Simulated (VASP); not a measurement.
# Sb (Fm-3m) in VASP: a series of runs

Sb is run at these levels: PBE; tasks: single point.

All numbers are computed with VASP 6.6.1; they aren't measurements. Logs are shortened: lines on timing, memory, paths and dates and some standing lists are left out, and cuts for length are marked.

### 1 The cell of the first run

The structure is cubic, space group Fm-3m (No. 225). Conventional cell: a = 4.742 Å, b = 4.742 Å, c = 4.742 Å, α = 90.00°, β = 90.00°, γ = 90.00°. Within 4.4 Å of Sb (site symmetry m-3m) lie 12 Sb at 3.35 Å.

### 2 Single point, PBE

INCAR reads:

```
SYSTEM = Sb
ALGO     = Normal         ! electronic algorithm
EDIFF    = 1E-6           ! SCF threshold, eV
ENCUT    = 520            ! plane-wave cutoff, eV
GGA      = PE             ! functional
ISIF     = 2              ! what is computed and relaxed
ISMEAR   = 0              ! smearing method
LASPH    = .TRUE.         ! aspherical terms in the spheres
LCHARG   = .FALSE.        ! write CHGCAR
LREAL    = .FALSE.        ! projectors in reciprocal space
LWAVE    = .FALSE.        ! write WAVECAR
NBANDS   = 8              ! bands
NELM     = 100            ! most SCF steps
PREC     = Accurate       ! precision mode
SIGMA    = 0.017          ! smearing width, eV
```

KPOINTS reads:

```
k-points
0
G
  10 10 10
  0 0 0
```

POSCAR reads:

```
Sb
1.0
    0.0000000000      2.3712425216      2.3712425216
    2.3712425216      0.0000000000      2.3712425216
    2.3712425216      2.3712425216      0.0000000000
Sb
1
Direct
    0.0000000000      0.0000000000      0.0000000000
```

Potentials or basis: VASP PAW PBE potentials, release 64 (Sb).

On the command line:

```bash
cat potpaw_PBE.64/Sb/POTCAR > POTCAR
mpirun -np 1 vasp_std > vasp.out
```

OUTCAR:

```text
SYSTEM = Sb
   EDIFF = 1E-6
   ENCUT = 520
   GGA = PE
   ISIF = 2
   ISMEAR = 0
   LASPH = .TRUE.
   LREAL = .FALSE.
   NELM = 100
   PREC = Accurate

 ion  position               nearest neighbor table
   1  0.000  0.000  0.000-

  LATTYP: Found a face centered cubic cell.
 ALAT       =     4.7424850432

  Lattice vectors:

 A1 = (   0.0000000000,   2.3712425216,   2.3712425216)
 A2 = (   2.3712425216,   0.0000000000,   2.3712425216)
 A3 = (   2.3712425216,   2.3712425216,   0.0000000000)

Analysis of symmetry for initial positions (statically):
=====================================================================
 Subroutine PRICEL returns:
 Original cell was already a primitive cell.

 Routine SETGRP: Setting up the symmetry group for a
 face centered cubic supercell.

 Subroutine GETGRP returns: Found 48 space group operations
[... 9 lines left out ...]

 Routine SETGRP: Setting up the symmetry group for a
 face centered cubic supercell.

 Subroutine GETGRP returns: Found 48 space group operations
[... 11 lines left out ...]
                                     Primitive cell

  volume of cell :      26.6660

  direct lattice vectors                    reciprocal lattice vectors
     0.000000000  2.371242522  2.371242522    -0.210859916  0.210859916  0.210859916
     2.371242522  0.000000000  2.371242522     0.210859916 -0.210859916  0.210859916
     2.371242522  2.371242522  0.000000000     0.210859916  0.210859916 -0.210859916

  length of vectors
     3.353443334  3.353443334  3.353443334     0.365220089  0.365220089  0.365220089

  position of ions in fractional coordinates (direct lattice)
     0.000000000  0.000000000  0.000000000

  ion indices of the primitive-cell ions
   primitive index   ion index
                 1           1

----------------------------------------------------------------------------------------

 KPOINTS: k-points

Automatic generation of k-mesh.
 Grid dimensions read from file:
 generate k-points for:   10   10   10

 Generating k-lattice:

  Cartesian coordinates                     Fractional coordinates (reciprocal lattice)
    -0.021085992  0.021085992  0.021085992     0.100000000  0.000000000  0.000000000
     0.021085992 -0.021085992  0.021085992     0.000000000  0.100000000  0.000000000
     0.021085992  0.021085992 -0.021085992     0.000000000  0.000000000  0.100000000

  Length of vectors
     0.036522009  0.036522009  0.036522009

  Shift w.r.t. Gamma in fractional coordinates (k-lattice)
     0.000000000  0.000000000  0.000000000

 Subroutine IBZKPT returns following result:
 ===========================================

 Found     47 irreducible k-points:

 Following reciprocal coordinates:
            Coordinates               Weight
  0.000000  0.000000  0.000000      1.000000
  0.100000  0.000000  0.000000      8.000000
  0.200000  0.000000  0.000000      8.000000
  0.300000  0.000000  0.000000      8.000000
  0.400000  0.000000  0.000000      8.000000
  0.500000  0.000000  0.000000      4.000000
[... 16 lines left out ...]
  0.300000  0.300000  0.000000      6.000000
  0.400000  0.300000  0.000000     24.000000
 [... further k-points ...]
   k-points           NKPTS =     47   k-points in BZ     NKDIM =     47   number of bands    NBANDS=      8
   number of dos      NEDOS =    301   number of ions     NIONS =      1
   total plane-waves  NPLWV =  21952
   dimension x,y,z NGX =    28 NGY =   28 NGZ =   28
   dimension x,y,z NGXF=    56 NGYF=   56 NGZF=   56
   ions per type =               1
   NGX,Y,Z   is equivalent  to a cutoff of  13.88, 13.88, 13.88 a.u.
   NGXF,Y,Z  is equivalent  to a cutoff of  27.76, 27.76, 27.76 a.u.
 SYSTEM =  Sb
   PREC   = accura    normal or accurate (medium, high low for compatibility)
   ISTART =      0    job   : 0-new  1-cont  2-samecut
   ICHARG =      2    charge: 1-file 2-atom 10-const
   ISPIN  =      1    spin polarized calculation?
   LNONCOLLINEAR =      F non collinear calculations
   LSORBIT =      F    spin-orbit coupling
   LASPH  =      T    aspherical Exc in radial PAW
   ENCUT  =  520.0 eV  38.22 Ry    6.18 a.u.   6.24  6.24  6.24*2*pi/ulx,y,z
   NELM   =    100;   NELMIN=  2; NELMDL= -5     # of ELM steps
   EDIFF  = 0.1E-05   stopping-criterion for ELM
   LREAL  =      F    real-space projection
   EDIFFG = 0.1E-04   stopping-criterion for IOM
   NSW    =      0    number of steps for IOM
   IBRION =     -1    ionic relax: 0-MD 1-quasi-New 2-CG
   NFREE  =      0    steps in history (QN), initial steepest desc. (CG)
   ISIF   =      2    stress and relaxation
   ISYM   =      2    0-nonsym 1-usesym 2-fastsym
   POTIM  = 0.5000    time-step for ionic-motion
   TEBEG  =    0.0;   TEEND  =   0.0 temperature during run
   PSTRESS=    0.0 pullay stress
   NELECT =       5.0000    total number of electrons
   NUPDOWN=      -1.0000    fix difference up-down
   EMIN   =  10.00;   EMAX   =-10.00  energy-range for DOS
   EFERMI =   0.00;   METHOD = LEGACY
   ISMEAR =     0;   SIGMA  =   0.02  broadening in eV -4-tet -1-fermi 0-gaus
   EFERMI_NEDOS =   21; number of points for ismear=-14 and -15
   IALGO  =     38    algorithm
   IMIX   =      4    mixing-type and parameters
     AMIX     =   0.40;   BMIX     =  1.00
     AMIX_MAG =   1.60;   BMIX_MAG =  1.00
  volume/ion in A,a.u.               =      26.67       179.95
  Fermi-wavevector in a.u.,A,eV,Ry     =   0.937013  1.770697 11.945820  0.877993
  Thomas-Fermi vector in A             =   2.064081
   LORBIT       =      0    0 simple, 1 ext, 2 COOP (PROOUT), +10 PAW based schemes
   GGA     = PE    functional components
   LHFCALC =     F    Hartree Fock is set to
   AEXX    =    0.0000 exact exchange contribution
   IVDW    =     0    specifies the selected vdW correction
   LEPSILON=     F    determine dielectric tensor
   LRPA    =     F    only Hartree local field effects (RPA)
 non-spin polarized calculation
 Gauss-broadening in eV      SIGMA  =   0.02
  energy-cutoff  :      520.00
  volume of cell :       26.67
 maximum number of plane-waves:       728
 NGX is ok and might be reduce to    28
   NGX = 13   NGY = 13   NGZ = 13

 number of electron       5.0000000 magnetization

 Free energy of the ion-electron system (eV)
  ---------------------------------------------------
  ext. energy  EPLUGINS =         0.00000000
  ---------------------------------------------------
  free energy    TOTEN  =        -3.81563561 eV

  energy without entropy =       -3.81523019  energy(sigma->0) =       -3.81543290

 E-fermi :   8.5869     XC(G=0): -10.2767

 val. band max:        8.5756217005   @ k =  -0.4000   0.4000   0.1000
 cond. band min:       8.6651249480   @ k =  -0.2000   0.2000   0.0000
 fundamental gap:      0.0895032475
 Fermi energy:         8.5869450860

 k-point     1 :       0.0000    0.0000    0.0000
  band No.  band energies     occupation
      1      -4.3496      2.00000
      2      14.0447      0.00000
      3      14.0447      0.00000
      4      14.0447      0.00000
      5      18.6378      0.00000
      6      18.6378      0.00000
      7      18.6378      0.00000
      8      18.8943      0.00000

 k-point     2 :       0.1000    0.0000    0.0000
  band No.  band energies     occupation
      1      -4.1499      2.00000
      2      12.3242      0.00000
      3      13.7898      0.00000
      4      13.7898      0.00000
      5      17.5894      0.00000
      6      19.0495      0.00000
      7      19.0495      0.00000
      8      20.8773      0.00000

 k-point     3 :       0.2000    0.0000    0.0000
  band No.  band energies     occupation
      1      -3.5556      2.00000
      2       9.3362      0.00000
      3      13.2648      0.00000
      4      13.2648      0.00000
      5      17.0677      0.00000
      6      19.3980      0.00000
      7      19.3980      0.00000
      8      20.9879      0.00000

 k-point     4 :       0.3000    0.0000    0.0000
  band No.  band energies     occupation
      1      -2.5905      2.00000
      2       6.4386      2.00000
      3      12.7714      0.00000
      4      12.7714      0.00000
      5      16.8292      0.00000
      6      18.6345      0.00000
      7      18.6345      0.00000
      8      19.6681      0.00000

 k-point     5 :       0.4000    0.0000    0.0000
  band No.  band energies     occupation
      1      -1.3629      2.00000
      2       4.0033      2.00000
      3      12.4440      0.00000
      4      12.4440      0.00000
      5      16.8233      0.00000
      6      17.9975      0.00000
      7      17.9975      0.00000
      8      18.6936      0.00000

 k-point     6 :       0.5000    0.0000    0.0000
  band No.  band energies     occupation
      1      -0.5421      2.00000
      2       2.7737      2.00000
      3      12.3308      0.00000
      4      12.3308      0.00000
      5      16.8874      0.00000
      6      17.7733      0.00000
      7      17.7733      0.00000
      8      18.2994      0.00000

 k-point     7 :       0.1000    0.1000    0.0000
  band No.  band energies     occupation
      1      -4.0832      2.00000
      2      13.0093      0.00000
      3      13.0818      0.00000
      4      13.0818      0.00000
      5      16.7647      0.00000
      6      19.8292      0.00000
      7      19.8468      0.00000
      8      19.8468      0.00000
[... 133 lines left out ...]
 k-point    20 :      -0.4000    0.2000    0.0000
  band No.  band energies     occupation
      1      -0.0532      2.00000
      2       3.6702      2.00000
      3       8.2790      2.00000
      4      11.2738      0.00000
      5      15.1050      0.00000
      6      19.8954      0.00000
      7      20.1166      0.00000
      8      23.2533      0.00000

 k-point    21 :      -0.3000    0.2000    0.0000
  band No.  band energies     occupation
      1      -1.1285      2.00000
      2       5.3770      2.00000
      3       8.0814      2.00000
      4      12.0904      0.00000
      5      15.8955      0.00000
      6      19.6655      0.00000
      7      19.8233      0.00000
      8      21.7567      0.00000

 k-point    22 :      -0.2000    0.2000    0.0000
  band No.  band energies     occupation
      1      -2.2655      2.00000
      2       7.4893      2.00000
      3       8.6651      0.00000
      4      13.0358      0.00000
      5      17.0596      0.00000
      6      19.2089      0.00000
      7      19.6026      0.00000
      8      20.1381      0.00000

 k-point    23 :       0.3000    0.3000    0.0000
  band No.  band energies     occupation
      1      -1.9851      2.00000
      2       8.1812      2.00000
      3      10.1671      0.00000
      4      10.1671      0.00000
      5      14.1255      0.00000
      6      14.3775      0.00000
      7      24.1679      0.00000
      8      24.1681      0.00000

 k-point    24 :       0.4000    0.3000    0.0000
  band No.  band energies     occupation
      1      -1.0503      2.00000
      2       6.5689      2.00000
      3       8.8953      0.00000
      4       9.8056      0.00000
      5      13.8071      0.00000
      6      15.0456      0.00000
      7      23.5108      0.00000
      8      24.2220      0.00000

 [... further k-points ...]
[... 5 lines left out ...]
  --------------------------------------------------------------------------------------
  -------------------------------------------------------------------------------------
  Total        0.3060995      0.3060995      0.3060995     -0.0000000      0.0000000     -0.0000000
  in kB       18.3914236     18.3914236     18.3914236     -0.0000000      0.0000000     -0.0000000
  external PRESSURE =      18.3914236 kB  Pullay stress =       0.0000000 kB

 VOLUME and BASIS-vectors are now :
 -----------------------------------------------------------------------------
  energy-cutoff  :      520.00
  volume of cell :       26.67
      direct lattice vectors                 reciprocal lattice vectors
     0.000000000  2.371242522  2.371242522    -0.210859916  0.210859916  0.210859916
     2.371242522  0.000000000  2.371242522     0.210859916 -0.210859916  0.210859916
     2.371242522  2.371242522  0.000000000     0.210859916  0.210859916 -0.210859916

 POSITION                                       TOTAL-FORCE (eV/Angst)
 -----------------------------------------------------------------------------------
      0.00000      0.00000      0.00000         0.000000      0.000000      0.000000
 -----------------------------------------------------------------------------------
    total drift:                               -0.000000      0.000000     -0.000000

  FREE ENERGIE OF THE ION-ELECTRON SYSTEM (eV)
  ---------------------------------------------------
  free  energy   TOTEN  =        -3.8156356072 eV

  energy  without entropy=       -3.8152301934  energy(sigma->0) =       -3.81543290
```

It took 4.7 s on 1 thread of AMD EPYC 9R45 (Zen 5), shared host; peak memory 0.12 GiB.

What came out:

```yaml
Free_energy: -3.8156 eV
Pressure: 1.8 GPa
```

Levels at points of the mesh, in eV from the Fermi level:
```csv
k point,band 1,band 2,band 3,band 4,band 5
"(0.00, 0.00, 0.00)",-12.94,5.46,5.46,5.46,10.05
"(0.50, 0.00, 0.00)",-9.13,-5.81,3.74,3.74,8.30
"(0.50, 0.50, 0.00)",-7.48,-4.91,0.45,0.45,4.22
```

Caveat: spin-orbit coupling is left out, which moves the levels of the heavy elements.

### 3 Single point, PBE

INCAR reads:

```
PREC = Accurate ; ENCUT = 520
EDIFF = 1E-6 ; ISMEAR = 0
SIGMA = 0.018000000000000002 ; LREAL = F
LASPH = T ; NELM = 100
ALGO = Normal ; ISIF = 2
LWAVE = F ; LCHARG = F
GGA = PE ; NBANDS = 8
```

KPOINTS reads:

```
regular mesh
0
Gamma
  10 10 10
```

POSCAR is that of step 2.

Potentials or basis: VASP PAW PBE potentials, release 64 (Sb).

On the command line:

```bash
cat potpaw_PBE.64/Sb/POTCAR > POTCAR
mpirun -np 1 vasp_std > vasp.out
```

Wall time 4.7 s (1 thread of AMD EPYC 9R45 (Zen 5), shared host); peak memory 0.13 GiB.

It converged, with:

| Quantity | Value |
| --- | --- |
| Free energy | -3.8157 eV |
| Pressure | 1.8 GPa |

Levels at points of the mesh, in eV from the Fermi level:
| k point | band 1 | band 2 | band 3 | band 4 | band 5 |
| --- | --- | --- | --- | --- | --- |
| (0.00, 0.00, 0.00) | -12.94 | 5.46 | 5.46 | 5.46 | 10.05 |
| (0.50, 0.00, 0.00) | -9.13 | -5.81 | 3.74 | 3.74 | 8.30 |
| (0.50, 0.50, 0.00) | -7.48 | -4.91 | 0.44 | 0.44 | 4.22 |

Caveat: spin-orbit coupling is left out, which moves the levels of the heavy elements.
